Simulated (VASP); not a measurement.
# CO in VASP: further runs

Runs on CO. Level: RPBE. Tasks: single point, relaxation of the atoms.

Everything below comes from runs of VASP 6.6.1. Logs are shortened: lines on timing, memory, paths and dates and some standing lists are left out, and cuts for length are marked.

## (1) The cell of the first run

The cell holds a molecule in a box, 2 atoms: a = 15.000 Å, b = 15.500 Å, c = 16.000 Å, α = 90.00°, β = 90.00°, γ = 90.00°.

## (2) Single point, RPBE

Input file INCAR:

```
ALGO = Normal ; EDIFF = 1E-6
ENCUT = 520 ; GGA = RP
ISIF = 2 ; ISMEAR = 0
ISYM = 0 ; LASPH = True
LCHARG = False ; LREAL = False
LWAVE = False ; NBANDS = 12
NELM = 100 ; PREC = Accurate
SIGMA = 0.005
```

Input file KPOINTS:

```
k-points
0
Gamma
  1 1 1
```

Input file POSCAR:

```
CO
1.0
   15.0000000000      0.0000000000      0.0000000000
    0.0000000000     15.5000000000      0.0000000000
    0.0000000000      0.0000000000     16.0000000000
C O
1 1
Direct
    0.5018362392      0.4990268608      0.4644373449
    0.4981637608      0.5009731392      0.5355626551
```

Potentials or basis: VASP PAW PBE potentials, release 64 (C, O).

On the command line:

```
cat potpaw_PBE.64/C/POTCAR potpaw_PBE.64/O/POTCAR > POTCAR
mpirun -np 1 vasp_gam > vasp.out
```

OUTCAR:

```text
EDIFF = 1E-6
   ENCUT = 520
   GGA = RP
   ISIF = 2
   ISMEAR = 0
   ISYM = 0
   LASPH = True
   LREAL = False
   NELM = 100
   PREC = Accurate

 ion  position               nearest neighbor table
   1  0.502  0.499  0.464-   2 1.14
   2  0.498  0.501  0.536-   1 1.14

IMPORTANT INFORMATION: All symmetrisations will be switched off!
NOSYMM: (Re-)initialisation of all symmetry stuff for point group C_1.

----------------------------------------------------------------------------------------

                                     Primitive cell

  volume of cell :    3720.0000

  direct lattice vectors                    reciprocal lattice vectors
    15.000000000  0.000000000  0.000000000     0.066666667  0.000000000  0.000000000
     0.000000000 15.500000000  0.000000000     0.000000000  0.064516129  0.000000000
     0.000000000  0.000000000 16.000000000     0.000000000  0.000000000  0.062500000

  length of vectors
    15.000000000 15.500000000 16.000000000     0.066666667  0.064516129  0.062500000

  position of ions in fractional coordinates (direct lattice)
     0.501836239  0.499026861  0.464437345
     0.498163761  0.500973139  0.535562655

  ion indices of the primitive-cell ions
   primitive index   ion index
                 1           1
                 2           2

----------------------------------------------------------------------------------------

 KPOINTS: k-points

Automatic generation of k-mesh.
 Grid dimensions read from file:
 generate k-points for:    1    1    1

 Generating k-lattice:

  Cartesian coordinates                     Fractional coordinates (reciprocal lattice)
     0.066666667  0.000000000  0.000000000     1.000000000  0.000000000  0.000000000
     0.000000000  0.064516129  0.000000000     0.000000000  1.000000000  0.000000000
     0.000000000  0.000000000  0.062500000     0.000000000  0.000000000  1.000000000

  Length of vectors
     0.066666667  0.064516129  0.062500000

  Shift w.r.t. Gamma in fractional coordinates (k-lattice)
     0.000000000  0.000000000  0.000000000

 Subroutine IBZKPT returns following result:
 ===========================================

 Found      1 irreducible k-points:

 Following reciprocal coordinates:
            Coordinates               Weight
  0.000000  0.000000  0.000000      1.000000
   k-points           NKPTS =      1   k-points in BZ     NKDIM =      1   number of bands    NBANDS=     12
   number of dos      NEDOS =    301   number of ions     NIONS =      2
   total plane-waves  NPLWV = ******
   dimension x,y,z NGX =   112 NGY =  120 NGZ =  120
   dimension x,y,z NGXF=   224 NGYF=  240 NGZF=  240
   ions per type =               1   1
   NGX,Y,Z   is equivalent  to a cutoff of  12.41, 12.87, 12.47 a.u.
   NGXF,Y,Z  is equivalent  to a cutoff of  24.83, 25.74, 24.94 a.u.
 SYSTEM =  unknown system
   PREC   = accura    normal or accurate (medium, high low for compatibility)
   ISTART =      0    job   : 0-new  1-cont  2-samecut
   ICHARG =      2    charge: 1-file 2-atom 10-const
   ISPIN  =      1    spin polarized calculation?
   LNONCOLLINEAR =      F non collinear calculations
   LSORBIT =      F    spin-orbit coupling
   LASPH  =      T    aspherical Exc in radial PAW
   ENCUT  =  520.0 eV  38.22 Ry    6.18 a.u.  27.89 28.82 29.75*2*pi/ulx,y,z
   NELM   =    100;   NELMIN=  2; NELMDL= -5     # of ELM steps
   EDIFF  = 0.1E-05   stopping-criterion for ELM
   LREAL  =      F    real-space projection
   EDIFFG = 0.1E-04   stopping-criterion for IOM
   NSW    =      0    number of steps for IOM
   IBRION =     -1    ionic relax: 0-MD 1-quasi-New 2-CG
   NFREE  =      0    steps in history (QN), initial steepest desc. (CG)
   ISIF   =      2    stress and relaxation
   ISYM   =      0    0-nonsym 1-usesym 2-fastsym
   POTIM  = 0.5000    time-step for ionic-motion
   TEBEG  =    0.0;   TEEND  =   0.0 temperature during run
   PSTRESS=    0.0 pullay stress
   NELECT =      10.0000    total number of electrons
   NUPDOWN=      -1.0000    fix difference up-down
   EMIN   =  10.00;   EMAX   =-10.00  energy-range for DOS
   EFERMI =   0.00;   METHOD = LEGACY
   ISMEAR =     0;   SIGMA  =   0.01  broadening in eV -4-tet -1-fermi 0-gaus
   EFERMI_NEDOS =   21; number of points for ismear=-14 and -15
   IALGO  =     38    algorithm
   IMIX   =      4    mixing-type and parameters
     AMIX     =   0.40;   BMIX     =  1.00
     AMIX_MAG =   1.60;   BMIX_MAG =  1.00
  volume/ion in A,a.u.               =    1860.00     12551.90
  Fermi-wavevector in a.u.,A,eV,Ry     =   0.227629  0.430156  0.704984  0.051815
  Thomas-Fermi vector in A             =   1.017343
   LORBIT       =      0    0 simple, 1 ext, 2 COOP (PROOUT), +10 PAW based schemes
   GGA     = RP    functional components
   LHFCALC =     F    Hartree Fock is set to
   AEXX    =    0.0000 exact exchange contribution
   IVDW    =     0    specifies the selected vdW correction
   LEPSILON=     F    determine dielectric tensor
   LRPA    =     F    only Hartree local field effects (RPA)
 non-spin polarized calculation
 Gauss-broadening in eV      SIGMA  =   0.01
  energy-cutoff  :      520.00
  volume of cell :     3720.00
 maximum number of plane-waves:     50071
 NGX is ok and might be reduce to   112
   NGX = 55   NGY = 57   NGZ = 59

 number of electron      10.0000007 magnetization

 Free energy of the ion-electron system (eV)
  ---------------------------------------------------
  ext. energy  EPLUGINS =         0.00000000
  ---------------------------------------------------
  free energy    TOTEN  =       -14.44411630 eV

  energy without entropy =      -14.44411630  energy(sigma->0) =      -14.44411630

 E-fermi :  -8.9655     XC(G=0):  -0.1968

 val. band max:       -9.0140356608   @ k =   0.0000   0.0000   0.0000
 cond. band min:      -2.0183867966   @ k =   0.0000   0.0000   0.0000
 fundamental gap:      6.9956488642
 Fermi energy:        -8.9654871791

 k-point     1 :       0.0000    0.0000    0.0000
  band No.  band energies     occupation
      1     -29.2873      2.00000
      2     -14.0072      2.00000
      3     -11.6625      2.00000
      4     -11.6625      2.00000
      5      -9.0140      2.00000
      6      -2.0184      0.00000
      7      -2.0184      0.00000
      8      -0.1757      0.00000
      9       0.3193      0.00000
     10       0.4517      0.00000
     11       0.4998      0.00000
     12       0.5320      0.00000

------------------------ aborting loop because EDIFF is reached ----------------------------------------

  FORCE on cell =-STRESS in cart. coord.  units (eV):
  Direction    XX          YY          ZZ          XY          YZ          ZX
  --------------------------------------------------------------------------------------
  -------------------------------------------------------------------------------------
  Total       -0.0359767     -0.0378456      1.0112125     -0.0012358      0.0278107     -0.0508195
  in kB       -0.0154949     -0.0162998      0.4355220     -0.0005323      0.0119779     -0.0218876
  external PRESSURE =       0.1345758 kB  Pullay stress =       0.0000000 kB

 VOLUME and BASIS-vectors are now :
 -----------------------------------------------------------------------------
  energy-cutoff  :      520.00
  volume of cell :     3720.00
      direct lattice vectors                 reciprocal lattice vectors
    15.000000000  0.000000000  0.000000000     0.066666667  0.000000000  0.000000000
     0.000000000 15.500000000  0.000000000     0.000000000  0.064516129  0.000000000
     0.000000000  0.000000000 16.000000000     0.000000000  0.000000000  0.062500000

 POSITION                                       TOTAL-FORCE (eV/Angst)
 -----------------------------------------------------------------------------------
      7.52754      7.73492      7.43100         0.045502     -0.024518     -0.935935
      7.47246      7.76508      8.56900        -0.045502      0.024518      0.935935
 -----------------------------------------------------------------------------------
    total drift:                               -0.000473     -0.000396      0.000659

  FREE ENERGIE OF THE ION-ELECTRON SYSTEM (eV)
  ---------------------------------------------------
  free  energy   TOTEN  =       -14.4441162980 eV

  energy  without entropy=      -14.4441162980  energy(sigma->0) =      -14.44411630
```

Wall time 4 min (1 thread of Oxide Virtual Turin-like, shared host); peak memory 2.1 GiB.

Results:

| Quantity | Value |
| --- | --- |
| Free energy | -14.4441 eV |
| Largest force | 0.937 eV/Å |
| Gap between the frontier levels | 7.00 eV |

Forces in eV/Å, atoms in the order of the input:
```
C    0.046 -0.025 -0.936
O   -0.046  0.025  0.936
```

Caveat: the PAW data sets were made with another functional, which shifts forces and pressure a little.

## (3) Relaxation of the atoms, RPBE

Input file INCAR:

```
SYSTEM = CO
PREC = Accurate
ENCUT = 520
EDIFF = 1E-6
ISMEAR = 0
SIGMA = 0.005
LREAL = .FALSE.
LASPH = .TRUE.
NELM = 100
ALGO = Normal
ISIF = 2
LWAVE = .FALSE.
LCHARG = .FALSE.
GGA = RP
IBRION = 2
NSW = 100
EDIFFG = -0.01
ISYM = 0
```

Input file KPOINTS:

```
regular mesh
0
G
  1 1 1
  0 0 0
```

Input file POSCAR:

```
CO
1.0
   15.0000000000      0.0000000000      0.0000000000
    0.0000000000     15.5000000000      0.0000000000
    0.0000000000      0.0000000000     16.0000000000
C O
1 1
Direct
    0.5017982093      0.4990469909      0.4651708543
    0.4982017907      0.5009530091      0.5348291457
```

Potentials or basis: VASP PAW PBE potentials, release 64 (C, O).

On the command line:

```
cat potpaw_PBE.64/C/POTCAR potpaw_PBE.64/O/POTCAR > POTCAR
mpirun -np 1 vasp_gam > vasp.out
```

OUTCAR:

```text
SYSTEM = CO
   PREC = Accurate
   ENCUT = 520
   EDIFF = 1E-6
   ISMEAR = 0
   LREAL = .FALSE.
   LASPH = .TRUE.
   NELM = 100
   ISIF = 2
   GGA = RP
   IBRION = 2
   NSW = 100
   EDIFFG = -0.01
   ISYM = 0

 ion  position               nearest neighbor table
   1  0.502  0.499  0.465-   2 1.12
   2  0.498  0.501  0.535-   1 1.12

IMPORTANT INFORMATION: All symmetrisations will be switched off!
NOSYMM: (Re-)initialisation of all symmetry stuff for point group C_1.

----------------------------------------------------------------------------------------

                                     Primitive cell

  volume of cell :    3720.0000

  direct lattice vectors                    reciprocal lattice vectors
    15.000000000  0.000000000  0.000000000     0.066666667  0.000000000  0.000000000
     0.000000000 15.500000000  0.000000000     0.000000000  0.064516129  0.000000000
     0.000000000  0.000000000 16.000000000     0.000000000  0.000000000  0.062500000

  length of vectors
    15.000000000 15.500000000 16.000000000     0.066666667  0.064516129  0.062500000

  position of ions in fractional coordinates (direct lattice)
     0.501798209  0.499046991  0.465170854
     0.498201791  0.500953009  0.534829146

  ion indices of the primitive-cell ions
   primitive index   ion index
                 1           1
                 2           2

----------------------------------------------------------------------------------------

 KPOINTS: regular mesh

Automatic generation of k-mesh.
 Grid dimensions read from file:
 generate k-points for:    1    1    1

 Generating k-lattice:

  Cartesian coordinates                     Fractional coordinates (reciprocal lattice)
     0.066666667  0.000000000  0.000000000     1.000000000  0.000000000  0.000000000
     0.000000000  0.064516129  0.000000000     0.000000000  1.000000000  0.000000000
     0.000000000  0.000000000  0.062500000     0.000000000  0.000000000  1.000000000

  Length of vectors
     0.066666667  0.064516129  0.062500000

  Shift w.r.t. Gamma in fractional coordinates (k-lattice)
     0.000000000  0.000000000  0.000000000

 Subroutine IBZKPT returns following result:
 ===========================================

 Found      1 irreducible k-points:

 Following reciprocal coordinates:
            Coordinates               Weight
  0.000000  0.000000  0.000000      1.000000
   k-points           NKPTS =      1   k-points in BZ     NKDIM =      1   number of bands    NBANDS=      9
   number of dos      NEDOS =    301   number of ions     NIONS =      2
   total plane-waves  NPLWV = ******
   dimension x,y,z NGX =   112 NGY =  120 NGZ =  120
   dimension x,y,z NGXF=   224 NGYF=  240 NGZF=  240
   ions per type =               1   1
   NGX,Y,Z   is equivalent  to a cutoff of  12.41, 12.87, 12.47 a.u.
   NGXF,Y,Z  is equivalent  to a cutoff of  24.83, 25.74, 24.94 a.u.
 SYSTEM =  CO
   PREC   = accura    normal or accurate (medium, high low for compatibility)
   ISTART =      0    job   : 0-new  1-cont  2-samecut
   ICHARG =      2    charge: 1-file 2-atom 10-const
   ISPIN  =      1    spin polarized calculation?
   LNONCOLLINEAR =      F non collinear calculations
   LSORBIT =      F    spin-orbit coupling
   LASPH  =      T    aspherical Exc in radial PAW
   ENCUT  =  520.0 eV  38.22 Ry    6.18 a.u.  27.89 28.82 29.75*2*pi/ulx,y,z
   NELM   =    100;   NELMIN=  2; NELMDL= -5     # of ELM steps
   EDIFF  = 0.1E-05   stopping-criterion for ELM
   LREAL  =      F    real-space projection
   EDIFFG = -.1E-01   stopping-criterion for IOM
   NSW    =    100    number of steps for IOM
   IBRION =      2    ionic relax: 0-MD 1-quasi-New 2-CG
   NFREE  =      1    steps in history (QN), initial steepest desc. (CG)
   ISIF   =      2    stress and relaxation
   ISYM   =      0    0-nonsym 1-usesym 2-fastsym
   POTIM  = 0.5000    time-step for ionic-motion
   TEBEG  =    0.0;   TEEND  =   0.0 temperature during run
   PSTRESS=    0.0 pullay stress
   NELECT =      10.0000    total number of electrons
   NUPDOWN=      -1.0000    fix difference up-down
   EMIN   =  10.00;   EMAX   =-10.00  energy-range for DOS
   EFERMI =   0.00;   METHOD = LEGACY
   ISMEAR =     0;   SIGMA  =   0.01  broadening in eV -4-tet -1-fermi 0-gaus
   EFERMI_NEDOS =   21; number of points for ismear=-14 and -15
   IALGO  =     38    algorithm
   IMIX   =      4    mixing-type and parameters
     AMIX     =   0.40;   BMIX     =  1.00
     AMIX_MAG =   1.60;   BMIX_MAG =  1.00
  volume/ion in A,a.u.               =    1860.00     12551.90
  Fermi-wavevector in a.u.,A,eV,Ry     =   0.227629  0.430156  0.704984  0.051815
  Thomas-Fermi vector in A             =   1.017343
   LORBIT       =      0    0 simple, 1 ext, 2 COOP (PROOUT), +10 PAW based schemes
   GGA     = RP    functional components
   LHFCALC =     F    Hartree Fock is set to
   AEXX    =    0.0000 exact exchange contribution
   IVDW    =     0    specifies the selected vdW correction
   LEPSILON=     F    determine dielectric tensor
   LRPA    =     F    only Hartree local field effects (RPA)
 conjugate gradient relaxation of ions
 non-spin polarized calculation
 Gauss-broadening in eV      SIGMA  =   0.01
  energy-cutoff  :      520.00
  volume of cell :     3720.00
 maximum number of plane-waves:     50071
 NGX is ok and might be reduce to   112
   NGX = 55   NGY = 57   NGZ = 59

--------------------------------------- Ionic step        1  -------------------------------------------

 number of electron      10.0000006 magnetization

 Free energy of the ion-electron system (eV)
  ---------------------------------------------------
  ext. energy  EPLUGINS =         0.00000000
  ---------------------------------------------------
  free energy    TOTEN  =       -14.38756903 eV

  energy without entropy =      -14.38756903  energy(sigma->0) =      -14.38756903

------------------------ aborting loop because EDIFF is reached ----------------------------------------

  FORCE on cell =-STRESS in cart. coord.  units (eV):
  Direction    XX          YY          ZZ          XY          YZ          ZX
  --------------------------------------------------------------------------------------
  -------------------------------------------------------------------------------------
  Total       -0.0302539     -0.0375911      4.3420227     -0.0055221      0.1159602     -0.2120785
  in kB       -0.0130301     -0.0161902      1.8700781     -0.0023783      0.0499432     -0.0913407
  external PRESSURE =       0.6136192 kB  Pullay stress =       0.0000000 kB
[... 165 lines left out ...]
  energy  without entropy=      -14.4478673469  energy(sigma->0) =      -14.44786735

--------------------------------------- Ionic step        6  -------------------------------------------

 number of electron      10.0000006 magnetization

 Free energy of the ion-electron system (eV)
  ---------------------------------------------------
  ext. energy  EPLUGINS =         0.00000000
  ---------------------------------------------------
  free energy    TOTEN  =       -14.44790257 eV

  energy without entropy =      -14.44790257  energy(sigma->0) =      -14.44790257

 E-fermi :  -8.9925     XC(G=0):  -0.1981

 val. band max:       -9.0322681820   @ k =   0.0000   0.0000   0.0000
 cond. band min:      -2.0951155876   @ k =   0.0000   0.0000   0.0000
 fundamental gap:      6.9371525944
 Fermi energy:        -8.9925454515

 k-point     1 :       0.0000    0.0000    0.0000
  band No.  band energies     occupation
      1     -29.1678      2.00000
      2     -14.0139      2.00000
      3     -11.5923      2.00000
      4     -11.5923      2.00000
      5      -9.0323      2.00000
      6      -2.0951      0.00000
      7      -2.0951      0.00000
      8      -0.1796      0.00000
      9       0.3174      0.00000

------------------------ aborting loop because EDIFF is reached ----------------------------------------
[... 25 lines left out ...]
  FREE ENERGIE OF THE ION-ELECTRON SYSTEM (eV)
  ---------------------------------------------------
  free  energy   TOTEN  =       -14.4479025709 eV

  energy  without entropy=      -14.4479025709  energy(sigma->0) =      -14.44790257

 reached required accuracy - stopping structural energy minimisation
```

CONTCAR:

```text
CO
   1.00000000000000
    15.0000000000000000    0.0000000000000000    0.0000000000000000
     0.0000000000000000   15.5000000000000000    0.0000000000000000
     0.0000000000000000    0.0000000000000000   16.0000000000000000
  C               O
     1     1
Direct
     0.5018492637374615    0.4990200317930271    0.4641826231762994
     0.4981507362625387    0.5009799682069729    0.5358173768237006

  0.00000000E+00  0.00000000E+00  0.00000000E+00
  0.00000000E+00  0.00000000E+00  0.00000000E+00
```

Wall time 21 min (1 thread of Oxide Virtual Turin-like, shared host); peak memory 2.1 GiB.

What came out:

```yaml
Free_energy: -14.4479 eV
Gap_between_the_frontier_levels: 6.94 eV
```

Final structure:
```yaml
crystal:
  lattice:
    - [15.00000, 0.00000, 0.00000]
    - [0.00000, 15.50000, 0.00000]
    - [0.00000, 0.00000, 16.00000]
  atoms:
    - { symbol: C, position: [0.50185, 0.49902, 0.46418] }
    - { symbol: O, position: [0.49815, 0.50098, 0.53582] }
```

Caveat: the PAW data sets were made with another functional, which shifts forces and pressure a little.
